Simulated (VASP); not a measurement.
# Si3N4 (Fd-3m) in VASP: notebook, part 3 of 3

VASP 6.6.1.

## (5) Relaxation of cell and atoms, LDA

File INCAR:

```
SYSTEM = Si3N4
  PREC = Accurate
  ENCUT = 600
  EDIFF = 1E-7
  ISMEAR = 0
  SIGMA = 0.02
  LREAL = .False.
  LASPH = .True.
  NELM = 80
  ALGO = Normal
  ISIF = 3
  LWAVE = .False.
  LCHARG = .False.
  IBRION = 2
  NSW = 100
  EDIFFG = -0.002
```

File KPOINTS:

```
Automatic mesh
0
Gamma
  6 6 6
  0 0 0
```

File POSCAR:

```
Si3N4
1.0
    0.0000000000      3.8439113906      3.8439113906
    3.8439113906      0.0000000000      3.8439113906
    3.8439113906      3.8439113906      0.0000000000
Si N
6 8
Direct
    0.6250000000      0.6250000000      0.1250000000
    0.6250000000      0.1250000000      0.6250000000
    0.1250000000      0.6250000000      0.6250000000
    0.6250000000      0.6250000000      0.6250000000
    0.2500000000      0.2500000000      0.2500000000
    0.0000000000      0.0000000000      0.0000000000
    0.8675748384      0.8675748384      0.8675748384
    0.8527245152      0.3824251616      0.3824251616
    0.3824251616      0.3824251616      0.8527245152
    0.3824251616      0.8527245152      0.3824251616
    0.8675748384      0.8675748384      0.3972754848
    0.8675748384      0.3972754848      0.8675748384
    0.3824251616      0.3824251616      0.3824251616
    0.3972754848      0.8675748384      0.8675748384
```

Potentials or basis: VASP PAW LDA potentials, release 64 (Si, N).

Run with:

```
> cat potpaw_LDA.64/Si/POTCAR potpaw_LDA.64/N/POTCAR > POTCAR
> mpirun -np 1 vasp_std > vasp.out
```

OUTCAR:

```text
SYSTEM = Si3N4
   PREC = Accurate
   ENCUT = 600
   EDIFF = 1E-7
   ISMEAR = 0
   LREAL = .False.
   LASPH = .True.
   NELM = 80
   ISIF = 3
   IBRION = 2
   NSW = 100
   EDIFFG = -0.002

 ion  position               nearest neighbor table
   1  0.625  0.625  0.125-   8 1.87  10 1.87  12 1.87  14 1.87  13 1.87   7 1.87   4 2.72   2 2.72
                             3 2.72   4 2.72   2 2.72   3 2.72
   2  0.625  0.125  0.625-   8 1.87  14 1.87  11 1.87   9 1.87  13 1.87   7 1.87   4 2.72   1 2.72
                             1 2.72   3 2.72   4 2.72   3 2.72
   3  0.125  0.625  0.625-  10 1.87  12 1.87  11 1.87   9 1.87   7 1.87  13 1.87   4 2.72   1 2.72
                             2 2.72   1 2.72   2 2.72   4 2.72
   4  0.625  0.625  0.625-   9 1.87  11 1.87  10 1.87   8 1.87  12 1.87  14 1.87   1 2.72   2 2.72
                             3 2.72   1 2.72   2 2.72   3 2.72
   5  0.250  0.250  0.250-  13 1.76   9 1.76  10 1.76   8 1.76
   6  0.000  0.000  0.000-   7 1.76  11 1.76  12 1.76  14 1.76
   7  0.868  0.868  0.868-   6 1.76   2 1.87   3 1.87   1 1.87
   8  0.853  0.382  0.382-   5 1.76   2 1.87   1 1.87   4 1.87
   9  0.382  0.382  0.853-   5 1.76   3 1.87   2 1.87   4 1.87
  10  0.382  0.853  0.382-   5 1.76   3 1.87   1 1.87   4 1.87
  11  0.868  0.868  0.397-   6 1.76   3 1.87   2 1.87   4 1.87
  12  0.868  0.397  0.868-   6 1.76   3 1.87   1 1.87   4 1.87
  13  0.382  0.382  0.382-   5 1.76   2 1.87   3 1.87   1 1.87
  14  0.397  0.868  0.868-   6 1.76   2 1.87   1 1.87   4 1.87

  LATTYP: Found a face centered cubic cell.
 ALAT       =     7.6878227812

  Lattice vectors:

 A1 = (   0.0000000000,   3.8439113906,   3.8439113906)
 A2 = (   3.8439113906,   0.0000000000,   3.8439113906)
 A3 = (   3.8439113906,   3.8439113906,   0.0000000000)

Analysis of symmetry for initial positions (statically):
=====================================================================
 Subroutine PRICEL returns:
 Original cell was already a primitive cell.

 Routine SETGRP: Setting up the symmetry group for a
 face centered cubic supercell.

 Subroutine GETGRP returns: Found 48 space group operations
 (whereof 24 operations were pure point group operations)
 out of a pool of 48 trial point group operations.

The static configuration has the point symmetry T_d .
 The point group associated with its full space group is O_h .

Analysis of symmetry for dynamics (positions and initial velocities):
=====================================================================
 Subroutine PRICEL returns:
 Original cell was already a primitive cell.

 Routine SETGRP: Setting up the symmetry group for a
 face centered cubic supercell.

 Subroutine GETGRP returns: Found 48 space group operations
 (whereof 24 operations were pure point group operations)
 out of a pool of 48 trial point group operations.

The dynamic configuration has the point symmetry T_d .
 The point group associated with its full space group is O_h .

 Subroutine INISYM returns: Found 48 space group operations
 (whereof 24 operations are pure point group operations),
 and found     1 'primitive' translations

----------------------------------------------------------------------------------------

                                     Primitive cell

  volume of cell :     113.5926

  direct lattice vectors                    reciprocal lattice vectors
     0.000000000  3.843911391  3.843911391    -0.130075839  0.130075839  0.130075839
     3.843911391  0.000000000  3.843911391     0.130075839 -0.130075839  0.130075839
     3.843911391  3.843911391  0.000000000     0.130075839  0.130075839 -0.130075839

  length of vectors
     5.436111621  5.436111621  5.436111621     0.225297962  0.225297962  0.225297962

[... 55 lines left out ...]
 ===========================================

 Found     16 irreducible k-points:

 Following reciprocal coordinates:
            Coordinates               Weight
  0.000000  0.000000  0.000000      1.000000
  0.166667  0.000000  0.000000      8.000000
  0.333333  0.000000  0.000000      8.000000
  0.500000  0.000000  0.000000      4.000000
  0.166667  0.166667  0.000000      6.000000
  0.333333  0.166667  0.000000     24.000000
[... 8 lines left out ...]
 -0.333333  0.333333  0.166667     24.000000
 -0.333333  0.500000  0.166667     12.000000
   k-points           NKPTS =     16   k-points in BZ     NKDIM =     16   number of bands    NBANDS=     40
   number of dos      NEDOS =    301   number of ions     NIONS =     14
   total plane-waves  NPLWV = 110592
   dimension x,y,z NGX =    48 NGY =   48 NGZ =   48
   dimension x,y,z NGXF=    96 NGYF=   96 NGZF=   96
   ions per type =               6   8
   NGX,Y,Z   is equivalent  to a cutoff of  14.68, 14.68, 14.68 a.u.
   NGXF,Y,Z  is equivalent  to a cutoff of  29.36, 29.36, 29.36 a.u.
 SYSTEM =  Si3N4
   PREC   = accura    normal or accurate (medium, high low for compatibility)
   ISTART =      0    job   : 0-new  1-cont  2-samecut
   ICHARG =      2    charge: 1-file 2-atom 10-const
   ISPIN  =      1    spin polarized calculation?
   LNONCOLLINEAR =      F non collinear calculations
   LSORBIT =      F    spin-orbit coupling
   LASPH  =      T    aspherical Exc in radial PAW
   ENCUT  =  600.0 eV  44.10 Ry    6.64 a.u.  10.86 10.86 10.86*2*pi/ulx,y,z
   NELM   =     80;   NELMIN=  2; NELMDL= -5     # of ELM steps
   EDIFF  = 0.1E-06   stopping-criterion for ELM
   LREAL  =      F    real-space projection
   EDIFFG = -.2E-02   stopping-criterion for IOM
   NSW    =    100    number of steps for IOM
   IBRION =      2    ionic relax: 0-MD 1-quasi-New 2-CG
   NFREE  =      1    steps in history (QN), initial steepest desc. (CG)
   ISIF   =      3    stress and relaxation
   ISYM   =      2    0-nonsym 1-usesym 2-fastsym
   POTIM  = 0.5000    time-step for ionic-motion
   TEBEG  =    0.0;   TEEND  =   0.0 temperature during run
   PSTRESS=    0.0 pullay stress
   NELECT =      64.0000    total number of electrons
   NUPDOWN=      -1.0000    fix difference up-down
   EMIN   =  10.00;   EMAX   =-10.00  energy-range for DOS
   EFERMI =   0.00;   METHOD = LEGACY
   ISMEAR =     0;   SIGMA  =   0.02  broadening in eV -4-tet -1-fermi 0-gaus
   EFERMI_NEDOS =   21; number of points for ismear=-14 and -15
   IALGO  =     38    algorithm
   IMIX   =      4    mixing-type and parameters
     AMIX     =   0.40;   BMIX     =  1.00
     AMIX_MAG =   1.60;   BMIX_MAG =  1.00
  volume/ion in A,a.u.               =       8.11        54.75
  Fermi-wavevector in a.u.,A,eV,Ry     =   1.352129  2.555153 24.874889  1.828253
  Thomas-Fermi vector in A             =   2.479493
   LORBIT       =      0    0 simple, 1 ext, 2 COOP (PROOUT), +10 PAW based schemes
   GGA     = CA    functional components
   LHFCALC =     F    Hartree Fock is set to
   AEXX    =    0.0000 exact exchange contribution
   IVDW    =     0    specifies the selected vdW correction
   LEPSILON=     F    determine dielectric tensor
   LRPA    =     F    only Hartree local field effects (RPA)
 conjugate gradient relaxation of ions
 non-spin polarized calculation
 Gauss-broadening in eV      SIGMA  =   0.02
  energy-cutoff  :      600.00
  volume of cell :      113.59
 maximum number of plane-waves:      3812
 NGX is ok and might be reduce to    48
   NGX = 21   NGY = 21   NGZ = 21

--------------------------------------- Ionic step        1  -------------------------------------------

 number of electron      64.0000001 magnetization

 Free energy of the ion-electron system (eV)
  ---------------------------------------------------
  ext. energy  EPLUGINS =         0.00000000
  ---------------------------------------------------
  free energy    TOTEN  =      -125.56306503 eV

  energy without entropy =     -125.56306503  energy(sigma->0) =     -125.56306503

------------------------ aborting loop because EDIFF is reached ----------------------------------------

  FORCE on cell =-STRESS in cart. coord.  units (eV):
  Direction    XX          YY          ZZ          XY          YZ          ZX
  --------------------------------------------------------------------------------------
  -------------------------------------------------------------------------------------
  Total        0.7176204      0.7176204      0.7176204      0.0000000      0.0000000      0.0000000
  in kB       10.1217419     10.1217419     10.1217419      0.0000000      0.0000000      0.0000000
  external PRESSURE =      10.1217419 kB  Pullay stress =       0.0000000 kB
[... 227 lines left out ...]
--------------------------------------- Ionic step        6  -------------------------------------------

 number of electron      64.0000001 magnetization

 Free energy of the ion-electron system (eV)
  ---------------------------------------------------
  ext. energy  EPLUGINS =         0.00000000
  ---------------------------------------------------
  free energy    TOTEN  =      -125.56419143 eV

  energy without entropy =     -125.56419143  energy(sigma->0) =     -125.56419143

 E-fermi :   9.6072     XC(G=0): -12.6645

 val. band max:        9.4689028010   @ k =  -0.1667   0.1667   0.0000
 cond. band min:      12.8111868930   @ k =   0.0000   0.0000   0.0000
 fundamental gap:      3.3422840921
 Fermi energy:         9.6072162344

 k-point     1 :       0.0000    0.0000    0.0000
  band No.  band energies     occupation
      1      -9.5269      2.00000
      2      -6.0489      2.00000
      3      -5.0763      2.00000
      4      -5.0763      2.00000
      5      -5.0763      2.00000
      6      -4.0322      2.00000
[... 718 lines left out ...]
  FREE ENERGIE OF THE ION-ELECTRON SYSTEM (eV)
  ---------------------------------------------------
  free  energy   TOTEN  =      -125.5641914270 eV

  energy  without entropy=     -125.5641914270  energy(sigma->0) =     -125.56419143

 reached required accuracy - stopping structural energy minimisation
```

Run time: 5.2 min. Hardware: 1 thread of Intel Xeon Platinum 8488C (Sapphire Rapids), shared host; peak memory 0.28 GiB.

What came out:

| Quantity | Value |
| --- | --- |
| Free energy | -125.5642 eV |
| Relaxed volume | 8.14 Å³/atom |
| Relaxed cell | a = 5.442 Å, b = 5.442 Å, c = 5.442 Å, α = 60.00°, β = 60.00°, γ = 60.00° |
| Space group after relaxing (to 0.1 Å) | Fd-3m (No. 227) |
| Energy gained by relaxing | 0.1 meV/atom |
| Ionic steps | 6 |
| Pressure after relaxing | 0.0 GPa |
| Band gap on the k mesh | 3.34 eV (least direct gap 3.37 eV) |

Step by step:
```csv
step,energy change (eV),largest force (eV/Å),pressure (GPa),volume (Å³)
1,0.0000,0.0157,1.01,113.59
2,0.0012,0.0473,-1.40,114.44
3,-0.0011,0.0105,0.01,113.94
4,-0.0011,0.0100,0.03,113.93
5,-0.0011,0.0107,0.00,113.95
6,-0.0011,0.0006,0.01,113.94
```

Final structure:
```
Si N
1.0
     0.00000    3.84784    3.84784
     3.84784    0.00000    3.84784
     3.84784    3.84784    0.00000
Si N
6 8
Cartesian
  2.8859 2.8859 4.8098
  2.8859 4.8098 2.8859
  4.8098 2.8859 2.8859
  4.8098 4.8098 4.8098
  1.9239 1.9239 1.9239
  0.0000 0.0000 0.0000
  6.6766 6.6766 6.6766
  2.9430 4.7527 4.7527
  4.7527 4.7527 2.9430
  4.7527 2.9430 4.7527
  4.8669 4.8669 6.6766
  4.8669 6.6766 4.8669
  2.9430 2.9430 2.9430
  6.6766 4.8669 4.8669
```

A k mesh can miss the band edges.

## (6) The runs side by side

| task | cell | k mesh | cutoff (eV) | smearing | gap on the mesh (eV) | pressure (GPa) | relaxed volume (Å³/atom) | largest force (eV/Å) |
| --- | --- | --- | --- | --- | --- | --- | --- | --- |
| single point | a = 5.436 Å, angles 60.0°, 14 atoms | 4 × 4 × 4 | 520 | gaussian 0.1 eV | 3.38 | 1.1 | - | 0.02 |
| single point | a = 5.438 Å, angles 60.0°, 14 atoms | 6 × 6 × 6 | 520 | gaussian 0.02 eV | 3.35 | 0.7 | - | 0.01 |
| relaxation of cell and atoms | relaxed from a = 5.507 Å, angles 60.0°, 14 atoms | 4 × 4 × 4 | 600 | gaussian 0.1 eV | 3.37 | 0.1 | 8.14 | - |
| relaxation of cell and atoms | relaxed from a = 5.436 Å, angles 60.0°, 14 atoms | 6 × 6 × 6 | 600 | gaussian 0.02 eV | 3.34 | 0.0 | 8.14 | - |

Alike in all rows: level LDA; potentials or basis VASP PAW LDA potentials, release 64 (Si, N); no spin polarisation.

Total energies depend on the potentials used, so only differences within one code and one set of settings carry meaning.
